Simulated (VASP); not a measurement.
# Hf (Fm-3m) in VASP: a series of runs

The runs below take Hf through relaxation of cell and atoms, single point, with PBEsol.

All numbers are computed with VASP 6.6.1; they aren't measurements. Logs are shortened: lines on timing, memory, paths and dates and some standing lists are left out, and cuts for length are marked.

**1. The cell of the first run**

Symmetry: Fm-3m, No. 225, cubic system. The conventional cell has a = 4.440 Å, b = 4.440 Å, c = 4.440 Å, α = 90.00°, β = 90.00°, γ = 90.00°. Hf (site symmetry m-3m) has 12 Hf at 3.14 Å within 4.1 Å.

**2. Relaxation of cell and atoms, PBEsol, target pressure 10 GPa, at which the enthalpy is minimised**

File INCAR:

```
  PREC = Accurate
  ENCUT = 600
  EDIFF = 1E-7
  ISMEAR = -1
  SIGMA = 0.05
  LREAL = F
  LASPH = T
  NELM = 100
  ALGO = Normal
  ISIF = 3
  LWAVE = F
  LCHARG = F
  GGA = PS
  IBRION = 2
  NSW = 80
  EDIFFG = -0.005
  PSTRESS = 100.0
```

File KPOINTS:

```
Automatic mesh
0
Gamma
  10 10 10
```

File POSCAR:

```
Hf
1.0
    0.0000000000      2.2200000000      2.2200000000
    2.2200000000      0.0000000000      2.2200000000
    2.2200000000      2.2200000000      0.0000000000
Hf
1
Direct
    0.0000000000      0.0000000000      0.0000000000
```

Potentials or basis: VASP PAW PBE potentials, release 64 (Hf_pv).

Launch:

```
$ cat potpaw_PBE.64/Hf_pv/POTCAR > POTCAR
$ mpirun -np 1 vasp_std > vasp.out
```

OUTCAR:

```text
PREC = Accurate
   ENCUT = 600
   EDIFF = 1E-7
   ISMEAR = -1
   LREAL = F
   LASPH = T
   NELM = 100
   ISIF = 3
   GGA = PS
   IBRION = 2
   NSW = 80
   EDIFFG = -0.005
   PSTRESS = 100.0

 ion  position               nearest neighbor table
   1  0.000  0.000  0.000-

  LATTYP: Found a face centered cubic cell.
 ALAT       =     4.4400000000

  Lattice vectors:

 A1 = (   0.0000000000,   2.2200000000,   2.2200000000)
 A2 = (   2.2200000000,   0.0000000000,   2.2200000000)
 A3 = (   2.2200000000,   2.2200000000,   0.0000000000)

Analysis of symmetry for initial positions (statically):
=====================================================================
 Subroutine PRICEL returns:
 Original cell was already a primitive cell.

 Routine SETGRP: Setting up the symmetry group for a
 face centered cubic supercell.

 Subroutine GETGRP returns: Found 48 space group operations
 (whereof 48 operations were pure point group operations)
 out of a pool of 48 trial point group operations.

The static configuration has the point symmetry O_h .

Analysis of symmetry for dynamics (positions and initial velocities):
=====================================================================
 Subroutine PRICEL returns:
 Original cell was already a primitive cell.

 Routine SETGRP: Setting up the symmetry group for a
 face centered cubic supercell.

 Subroutine GETGRP returns: Found 48 space group operations
 (whereof 48 operations were pure point group operations)
 out of a pool of 48 trial point group operations.

The dynamic configuration has the point symmetry O_h .

 Subroutine INISYM returns: Found 48 space group operations
 (whereof 48 operations are pure point group operations),
 and found     1 'primitive' translations

----------------------------------------------------------------------------------------

                                     Primitive cell

  volume of cell :      21.8821

  direct lattice vectors                    reciprocal lattice vectors
     0.000000000  2.220000000  2.220000000    -0.225225225  0.225225225  0.225225225
     2.220000000  0.000000000  2.220000000     0.225225225 -0.225225225  0.225225225
     2.220000000  2.220000000  0.000000000     0.225225225  0.225225225 -0.225225225

  length of vectors
     3.139554108  3.139554108  3.139554108     0.390101533  0.390101533  0.390101533

  position of ions in fractional coordinates (direct lattice)
     0.000000000  0.000000000  0.000000000

  ion indices of the primitive-cell ions
   primitive index   ion index
                 1           1

----------------------------------------------------------------------------------------

 KPOINTS: Automatic mesh

Automatic generation of k-mesh.
 Grid dimensions read from file:
 generate k-points for:   10   10   10

 Generating k-lattice:

  Cartesian coordinates                     Fractional coordinates (reciprocal lattice)
    -0.022522523  0.022522523  0.022522523     0.100000000  0.000000000  0.000000000
     0.022522523 -0.022522523  0.022522523     0.000000000  0.100000000  0.000000000
     0.022522523  0.022522523 -0.022522523     0.000000000  0.000000000  0.100000000

  Length of vectors
     0.039010153  0.039010153  0.039010153

  Shift w.r.t. Gamma in fractional coordinates (k-lattice)
     0.000000000  0.000000000  0.000000000

 Subroutine IBZKPT returns following result:
 ===========================================

 Found     47 irreducible k-points:

 Following reciprocal coordinates:
            Coordinates               Weight
  0.000000  0.000000  0.000000      1.000000
  0.100000  0.000000  0.000000      8.000000
  0.200000  0.000000  0.000000      8.000000
  0.300000  0.000000  0.000000      8.000000
  0.400000  0.000000  0.000000      8.000000
  0.500000  0.000000  0.000000      4.000000
[... 16 lines left out ...]
  0.300000  0.300000  0.000000      6.000000
  0.400000  0.300000  0.000000     24.000000
 [... further k-points ...]
   k-points           NKPTS =     47   k-points in BZ     NKDIM =     47   number of bands    NBANDS=      9
   number of dos      NEDOS =    301   number of ions     NIONS =      1
   total plane-waves  NPLWV =  21952
   dimension x,y,z NGX =    28 NGY =   28 NGZ =   28
   dimension x,y,z NGXF=    56 NGYF=   56 NGZF=   56
   ions per type =               1
   NGX,Y,Z   is equivalent  to a cutoff of  14.83, 14.83, 14.83 a.u.
   NGXF,Y,Z  is equivalent  to a cutoff of  29.65, 29.65, 29.65 a.u.
 SYSTEM =  unknown system
   PREC   = accura    normal or accurate (medium, high low for compatibility)
   ISTART =      0    job   : 0-new  1-cont  2-samecut
   ICHARG =      2    charge: 1-file 2-atom 10-const
   ISPIN  =      1    spin polarized calculation?
   LNONCOLLINEAR =      F non collinear calculations
   LSORBIT =      F    spin-orbit coupling
   LASPH  =      T    aspherical Exc in radial PAW
   ENCUT  =  600.0 eV  44.10 Ry    6.64 a.u.   6.27  6.27  6.27*2*pi/ulx,y,z
   NELM   =    100;   NELMIN=  2; NELMDL= -5     # of ELM steps
   EDIFF  = 0.1E-06   stopping-criterion for ELM
   LREAL  =      F    real-space projection
   EDIFFG = -.5E-02   stopping-criterion for IOM
   NSW    =     80    number of steps for IOM
   IBRION =      2    ionic relax: 0-MD 1-quasi-New 2-CG
   NFREE  =      1    steps in history (QN), initial steepest desc. (CG)
   ISIF   =      3    stress and relaxation
   ISYM   =      2    0-nonsym 1-usesym 2-fastsym
   POTIM  = 0.5000    time-step for ionic-motion
   TEBEG  =    0.0;   TEEND  =   0.0 temperature during run
   PSTRESS=  100.0 pullay stress
   NELECT =      10.0000    total number of electrons
   NUPDOWN=      -1.0000    fix difference up-down
   EMIN   =  10.00;   EMAX   =-10.00  energy-range for DOS
   EFERMI =   0.00;   METHOD = LEGACY
   ISMEAR =    -1;   SIGMA  =   0.05  broadening in eV -4-tet -1-fermi 0-gaus
   EFERMI_NEDOS =   21; number of points for ismear=-14 and -15
   IALGO  =     38    algorithm
   IMIX   =      4    mixing-type and parameters
     AMIX     =   0.40;   BMIX     =  1.00
     AMIX_MAG =   1.60;   BMIX_MAG =  1.00
  volume/ion in A,a.u.               =      21.88       147.67
  Fermi-wavevector in a.u.,A,eV,Ry     =   1.260991  2.382927 21.634588  1.590097
  Thomas-Fermi vector in A             =   2.394472
   LORBIT       =      0    0 simple, 1 ext, 2 COOP (PROOUT), +10 PAW based schemes
   GGA     = PS    functional components
   LHFCALC =     F    Hartree Fock is set to
   AEXX    =    0.0000 exact exchange contribution
   IVDW    =     0    specifies the selected vdW correction
   LEPSILON=     F    determine dielectric tensor
   LRPA    =     F    only Hartree local field effects (RPA)
 conjugate gradient relaxation of ions
 non-spin polarized calculation
  energy-cutoff  :      600.00
  volume of cell :       21.88
 maximum number of plane-waves:       745
 NGX is ok and might be reduce to    28
   NGX = 13   NGY = 13   NGZ = 13

--------------------------------------- Ionic step        1  -------------------------------------------

 number of electron      10.0000000 magnetization

 Free energy of the ion-electron system (eV)
  ---------------------------------------------------
  ext. energy  EPLUGINS =         0.00000000
  ---------------------------------------------------
  free energy    TOTEN  =       -10.43930323 eV

  energy without entropy =      -10.42826181  energy(sigma->0) =      -10.43378252

------------------------ aborting loop because EDIFF is reached ----------------------------------------

  FORCE on cell =-STRESS in cart. coord.  units (eV):
  Direction    XX          YY          ZZ          XY          YZ          ZX
  --------------------------------------------------------------------------------------
  -------------------------------------------------------------------------------------
  Total       -0.2822455     -0.2822455     -0.2822455      0.0000000     -0.0000000      0.0000000
  in kB      -20.6656341    -20.6656341    -20.6656341      0.0000000     -0.0000000      0.0000000
  external PRESSURE =    -120.6656341 kB  Pullay stress =     100.0000000 kB

 VOLUME and BASIS-vectors are now :
 -----------------------------------------------------------------------------
  energy-cutoff  :      600.00
  volume of cell :       21.88
      direct lattice vectors                 reciprocal lattice vectors
     0.000000000  2.220000000  2.220000000    -0.225225225  0.225225225  0.225225225
     2.220000000  0.000000000  2.220000000     0.225225225 -0.225225225  0.225225225
     2.220000000  2.220000000  0.000000000     0.225225225  0.225225225 -0.225225225
[... 192 lines left out ...]
  FREE ENERGIE OF THE ION-ELECTRON SYSTEM (eV)
  ---------------------------------------------------
  free  energy   TOTEN  =       -10.3976257795 eV

  energy  without entropy=      -10.3866788586  energy(sigma->0) =      -10.39215232

  enthalpy is  TOTEN    =        -9.1543004482 eV   P V=        1.2433253312

--------------------------------------- Ionic step        7  -------------------------------------------

 number of electron      10.0000001 magnetization

 Free energy of the ion-electron system (eV)
  ---------------------------------------------------
  ext. energy  EPLUGINS =         0.00000000
  ---------------------------------------------------
  free energy    TOTEN  =       -10.39496992 eV

  energy without entropy =      -10.38397976  energy(sigma->0) =      -10.38947484

 E-fermi :   5.4307     XC(G=0): -11.9452

 val. band max:        5.3755006090   @ k =  -0.3000   0.3000   0.0000
 cond. band min:       5.4373406390   @ k =   0.3000   0.0000   0.0000
 fundamental gap:      0.0618400300
 Fermi energy:         5.4307322099

 k-point     1 :       0.0000    0.0000    0.0000
  band No.  band energies     occupation
      1     -24.0983      2.00000
      2     -24.0983      2.00000
      3     -24.0983      2.00000
      4      -2.1798      2.00000
      5       6.8552      0.00000
      6       6.8552      0.00000
      7       6.8552      0.00000
      8      10.0901      0.00000
      9      10.0901      0.00000

 k-point     2 :       0.1000    0.0000    0.0000
  band No.  band energies     occupation
      1     -24.2240      2.00000
      2     -24.1136      2.00000
      3     -24.1136      2.00000
      4      -1.7802      2.00000
      5       6.4704      0.00000
      6       7.0382      0.00000
      7       7.0382      0.00000
      8       9.8849      0.00000
      9       9.8849      0.00000
[... 253 lines left out ...]
 k-point    24 :       0.4000    0.3000    0.0000
  band No.  band energies     occupation
      1     -25.0259      2.00000
      2     -24.4704      2.00000
      3     -24.4302      2.00000
      4       1.8925      2.00000
      5       3.5761      2.00000
      6       6.4812      0.00000
      7       9.9785      0.00000
      8      11.1698      0.00000
      9      12.4221      0.00000

 [... further k-points ...]
[... 5 lines left out ...]
  --------------------------------------------------------------------------------------
  -------------------------------------------------------------------------------------
  Total        1.2410812      1.2410812      1.2410812      0.0000000     -0.0000000      0.0000000
  in kB      100.0365823    100.0365823    100.0365823      0.0000000     -0.0000000      0.0000000
  external PRESSURE =       0.0365823 kB  Pullay stress =     100.0000000 kB

 VOLUME and BASIS-vectors are now :
 -----------------------------------------------------------------------------
  energy-cutoff  :      600.00
  volume of cell :       19.88
      direct lattice vectors                 reciprocal lattice vectors
     0.000000000  2.150010811  2.150010811    -0.232556970  0.232556970  0.232556970
     2.150010811  0.000000000  2.150010811     0.232556970 -0.232556970  0.232556970
     2.150010811  2.150010811  0.000000000     0.232556970  0.232556970 -0.232556970

 POSITION                                       TOTAL-FORCE (eV/Angst)
 -----------------------------------------------------------------------------------
      0.00000      0.00000      0.00000         0.000000      0.000000     -0.000000
 -----------------------------------------------------------------------------------
    total drift:                               -0.000000     -0.000000     -0.000000

  FREE ENERGIE OF THE ION-ELECTRON SYSTEM (eV)
  ---------------------------------------------------
  free  energy   TOTEN  =       -10.3949699212 eV

  energy  without entropy=      -10.3839797642  energy(sigma->0) =      -10.38947484

  enthalpy is  TOTEN    =        -9.1543425896 eV   P V=        1.2406273315

 reached required accuracy - stopping structural energy minimisation
```

Run time: 1.9 min. Hardware: 1 thread of Intel Xeon 8259CL, shared host; peak memory 0.17 GiB.

What came out:

- Free energy: -10.3950 eV
- Relaxed volume: 19.88 Å³/atom
- Relaxed cell: a = 3.041 Å, b = 3.041 Å, c = 3.041 Å, α = 60.00°, β = 60.00°, γ = 60.00°
- Space group after relaxing (to 0.05 Å): Fm-3m (No. 225)
- Energy change on relaxing (the enthalpy is what falls): +44.3 meV/atom
- Ionic steps: 7
- Pressure after relaxing: 10.0 GPa
- Band gap on the k mesh: zero (band 5 reaches 6.86 eV, above the bottom of band 6 at 5.03 eV)

The path:
```tsv
step	energy change (eV)	largest force (eV/Å)	pressure (GPa)	volume (Å³)
1	0.0000	0.0000	-2.07	21.88
2	0.4378	0.0000	37.49	17.07
3	0.0394	0.0000	9.41	19.96
4	0.0439	0.0000	9.96	19.88
5	0.0464	0.0000	10.24	19.84
6	0.0417	0.0000	9.69	19.92
7	0.0443	0.0000	10.00	19.88
```

Final structure:
```
CELL_PARAMETERS angstrom
0.00000 2.15001 2.15001
2.15001 0.00000 2.15001
2.15001 2.15001 0.00000
ATOMIC_POSITIONS crystal
Hf 0.00000 0.00000 0.00000
```

Levels at points of the mesh, in eV from the Fermi level:
```
           k point  band 1  band 2  band 3  band 4  band 5  band 6  band 7  band 8  band 9
(0.00, 0.00, 0.00)  -29.53  -29.53  -29.53   -7.61    1.42    1.42    1.42    4.66    4.66
(0.50, 0.00, 0.00)  -30.74  -29.69  -29.69   -4.01    1.06    1.15    1.15    7.16    7.16
(0.50, 0.50, 0.00)  -30.66  -29.96  -29.96   -3.80   -2.60    3.26    7.18    7.92    7.92
```

Caveat: the cell is relaxed towards a set pressure, so the enthalpy falls and the energy may rise; the PAW data sets were made with another functional, which shifts forces and pressure a little; spin-orbit coupling is left out, which moves the levels of the heavy elements.

**3. Relaxation of cell and atoms, PBEsol, target pressure 20 GPa, at which the enthalpy is minimised**

File INCAR:

```
SYSTEM = Hf
PREC = Accurate ; ENCUT = 600
EDIFF = 1E-6 ; ISMEAR = -1
SIGMA = 0.05 ; LREAL = .False.
LASPH = .True. ; NELM = 80
ALGO = Normal ; ISIF = 3
LWAVE = .False. ; LCHARG = .False.
GGA = PS ; IBRION = 2
NSW = 80 ; EDIFFG = -0.005
PSTRESS = 200.0
```

File KPOINTS:

```
Automatic mesh
0
Gamma
  10 10 10
  0 0 0
```

POSCAR is that of step 2.

Potentials or basis: VASP PAW PBE potentials, release 64 (Hf_pv).

Launch:

```
$ cat potpaw_PBE.64/Hf_pv/POTCAR > POTCAR
$ mpirun -np 1 vasp_std > vasp.out
```

Run time: 84 s. Hardware: 1 thread of Intel Xeon 8259CL, shared host; peak memory 0.18 GiB.

The run converged. Its results:

```yaml
Free_energy: -10.2821 eV
Relaxed_volume: 18.66 Å³/atom
Relaxed_cell: a = 2.977 Å, b = 2.977 Å, c = 2.977 Å, α = 60.00°, β = 60.00°, γ = 60.00°
Space_group_after_relaxing_to_0.05_Å: Fm-3m (No. 225)
Energy_change_on_relaxing_the_enthalpy_is_what_falls: +157.2 meV/atom
Ionic_steps: 5
Pressure_after_relaxing: 20.0 GPa
Band_gap_on_the_k_mesh: zero (band 5 reaches 7.34 eV, above the bottom of band 6 at 5.45 eV)
```

Step by step:
| step | energy change (eV) | largest force (eV/Å) | pressure (GPa) | volume (Å³) |
| --- | --- | --- | --- | --- |
| 1 | 0.0000 | 0.0000 | -2.06 | 21.88 |
| 2 | 1.8608 | 0.0000 | 105.39 | 13.66 |
| 3 | 0.1217 | 0.0000 | 17.32 | 18.96 |
| 4 | 0.1498 | 0.0000 | 19.51 | 18.72 |
| 5 | 0.1572 | 0.0000 | 20.04 | 18.66 |

Final structure:
```
Hf
1.0
     0.00000    2.10515    2.10515
     2.10515    0.00000    2.10515
     2.10515    2.10515    0.00000
Hf
1
Direct
  0.00000 0.00000 0.00000
```

Levels at points of the mesh, in eV from the Fermi level:
| k point | band 3 | band 4 | band 5 | band 6 | band 7 | band 8 |
| --- | --- | --- | --- | --- | --- | --- |
| (0.00, 0.00, 0.00) | -29.31 | -7.81 | 1.42 | 1.42 | 1.42 | 4.92 |
| (0.50, 0.00, 0.00) | -29.49 | -4.22 | 1.11 | 1.11 | 1.37 | 7.64 |
| (0.50, 0.50, 0.00) | -29.83 | -4.12 | -2.89 | 3.72 | 7.67 | 8.48 |

Caveat: the cell is relaxed towards a set pressure, so the enthalpy falls and the energy may rise; the PAW data sets were made with another functional, which shifts forces and pressure a little; spin-orbit coupling is left out, which moves the levels of the heavy elements.

(Part 1 of 2 ends here.)
